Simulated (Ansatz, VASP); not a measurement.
# One calculation of KMgF3, two programs

File INCAR:

```
SYSTEM = KMgF3
PREC = Accurate ; ENCUT = 520
EDIFF = 1E-6 ; ISMEAR = 0
SIGMA = 0.01 ; LREAL = .FALSE.
LASPH = .TRUE. ; NELM = 60
ALGO = Normal ; ISIF = 2
LWAVE = .FALSE. ; LCHARG = .FALSE.
GGA = PE ; IVDW = 12
NBANDS = 24
```

The input KPOINTS:

```
regular mesh
0
G
  6 6 6
  0 0 0
```

The input POSCAR:

```
KMgF3
1.0
    3.7032807874      0.0000000000      0.0000000000
    0.0000000000      3.7032807874      0.0000000000
    0.0000000000      0.0000000000      3.7032807874
K Mg F
1 1 3
Direct
    0.5000000000      0.5000000000      0.5000000000
    0.0000000000      0.0000000000      0.0000000000
    0.5000000000      0.0000000000      0.0000000000
    0.0000000000      0.5000000000      0.0000000000
    0.0000000000      0.0000000000      0.5000000000
```

Input for Ansatz:

```yaml
crystal:
  lattice:
    - [3.7032807874, 0.0, 0.0]
    - [0.0, 3.7032807874, 0.0]
    - [0.0, 0.0, 3.7032807874]
  atoms:
    - { symbol: K, position: [0.5, 0.5, 0.5] }
    - { symbol: Mg, position: [0.0, 0.0, 0.0] }
    - { symbol: F, position: [0.5, 0.0, 0.0] }
    - { symbol: F, position: [0.0, 0.5, 0.0] }
    - { symbol: F, position: [0.0, 0.0, 0.5] }
scf:
  occupations: { method: fixed }
output:
  forces: true
  stress: true
  eigenvalues: true
  write_density: true
  write_potential: true
  elf: true
  volumetric_format: npy
hamiltonian:
  xc: pbe
  dispersion: d3bj
basis:
  ecutwfc: 560
kpoints:
  mp_grid: { grid: [6, 6, 6] }
```

Alike in both runs: task single point; functional PBE; dispersion D3(BJ); k mesh 6 × 6 × 6; no spin polarisation.

```csv
,VASP,Ansatz
version,VASP 6.6.1,Ansatz 0.2.0
potentials or method,"VASP PAW PBE potentials, release 64 (K_sv, Mg, F), cutoff 520 eV","scalar-relativistic, plane waves, PAW"
occupations,"gaussian, width 0.01 eV",fixed
valence electrons in the cell,32,40
```

VASP gave:

| Quantity | Value |
| --- | --- |
| gap on the k mesh at the Fermi level (eV) | 9.22 |
| least direct gap on the mesh (eV) | 9.51 |

Problem. Estimate Ansatz's values.

Solution. gap on the k mesh at the Fermi level (eV): 9.24; least direct gap on the mesh (eV): 9.54.

VASP's potentials hold 32 valence electrons a cell and Ansatz's 40, so a difference there can come from the potentials and not from the codes.
